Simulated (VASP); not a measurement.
Write the native input for VASP 6.6.1 that does the following.

```
Task                   : electric field gradients
Functional             : PBE
Potentials or basis    : VASP PAW PBE potentials, release 64 (K_sv, Cl)
Cutoff                 : 520 eV
k mesh                 : 7 × 7 × 7
Occupations            : fermi-dirac, width 0.03 eV
Spin                   : no spin polarisation
Dipole correction      : no
Further INCAR settings : ALGO = Normal; EDIFF = 1e-08; NBANDS = 15
```

The structure of KCl lies in POSCAR:

```
KCl
1.0
    0.0000000000      3.1665854591      3.1665854591
    3.1665854591      0.0000000000      3.1665854591
    3.1665854591      3.1665854591      0.0000000000
K Cl
1 1
Direct
    0.0000000000      0.0000000000      0.0000000000
    0.5000000000      0.5000000000      0.5000000000
```

This cell differs from its parent crystal: volume scaled by 1.01.

The input as run:

INCAR

```
PREC     = Accurate       # precision mode
ENCUT    = 520            # plane-wave cutoff, eV
EDIFF    = 1E-8           # SCF threshold, eV
ISMEAR   = -1             # smearing method
SIGMA    = 0.03           # smearing width, eV
LREAL    = F              # projectors in reciprocal space
LASPH    = T              # aspherical terms in the spheres
NELM     = 80             # most SCF steps
ALGO     = Normal         # electronic algorithm
ISIF     = 2              # what is computed and relaxed
LWAVE    = F              # write WAVECAR
LCHARG   = F              # write CHGCAR
GGA      = PE             # functional
LEFG     = T            
NBANDS   = 15             # bands
```

KPOINTS

```
Automatic mesh
0
Gamma
  7 7 7
```

Potentials or basis: VASP PAW PBE potentials, release 64 (K_sv, Cl).

Run with:

```sh
$ cat potpaw_PBE.64/K_sv/POTCAR potpaw_PBE.64/Cl/POTCAR > POTCAR
$ mpirun -np 1 vasp_std > vasp.out
```

It gave:

| Item | Value |
| --- | --- |
| Pressure | 0.4 GPa |
| Band gap on the k mesh | 5.12 eV, direct |

Caveat: without QUAD_EFG the Cq values of the log hold for a quadrupole moment of 1 mb, not for the nuclei.

It took 18 s on 1 thread of AMD EPYC 9R45 (Zen 5), on a shared host, peak memory 0.17 GiB.
